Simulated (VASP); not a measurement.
Input of a VASP 6.6.1 run:

The input POSCAR:

```
SiC3
1.0
    1.4154339591      0.8172011773      4.6700734309
   -1.4154339591      0.8172011773      4.6700734309
    0.0000000000     -1.6344023546      4.6700734309
C Si
3 1
Direct
    1.0082378925      0.0082378925      0.0082378925
    0.4889604675      0.4889604675      0.4889604675
    0.3791724032      0.3791724032      0.3791724032
    0.8736292368      0.8736292368      0.8736292368
```

INCAR.step1

```
  PREC = Accurate
  ENCUT = 520
  ISMEAR = 0
  SIGMA = 0.01
  LREAL = False
  LASPH = True
  NELM = 100
  NBANDS = 16
  GGA = PE
  ALGO = Normal
  EDIFF = 1E-4
  LWAVE = True
  LCHARG = False
```

The input INCAR.step2:

```
  PREC = Accurate
  ENCUT = 520
  EDIFF = 1E-7
  ISMEAR = 0
  SIGMA = 0.01
  LREAL = False
  LASPH = True
  NELM = 100
  ALGO = Normal
  ISIF = 2
  LWAVE = False
  LCHARG = True
  METAGGA = R2SCAN
  LMIXTAU = True
  LELF = True
  LVHAR = True
  NBANDS = 16
  ISTART = 1
```

The input KPOINTS:

```
Automatic mesh
0
Gamma
  6 6 6
```

Potentials or basis: VASP PAW PBE potentials, release 64 (C, Si).

Run with:

```bash
$ cat potpaw_PBE.64/C/POTCAR potpaw_PBE.64/Si/POTCAR > POTCAR
$ cp INCAR.step1 INCAR
$ mpirun -np 1 vasp_std > vasp.out
$ cp INCAR.step2 INCAR
$ mpirun -np 1 vasp_std > vasp.out
```

Question: Predict the band gap on the k mesh.

Answer: 1.90 eV (least direct gap 3.61 eV).

Question: What does it give for the largest force?

Answer: 0.092 eV/Å.

Question: Predict the pressure.

Answer: 0.1 GPa.

Forces in eV/Å, atoms in the order of the input:
```
C    0.000  0.000 -0.031
C    0.000  0.000  0.092
C    0.000  0.000 -0.025
Si   0.000  0.000 -0.037
```

Caveat: the k points lie up to 0.43 Å⁻¹ apart; the PAW data sets were made with another functional, which shifts forces and pressure a little. A k mesh can miss the band edges.
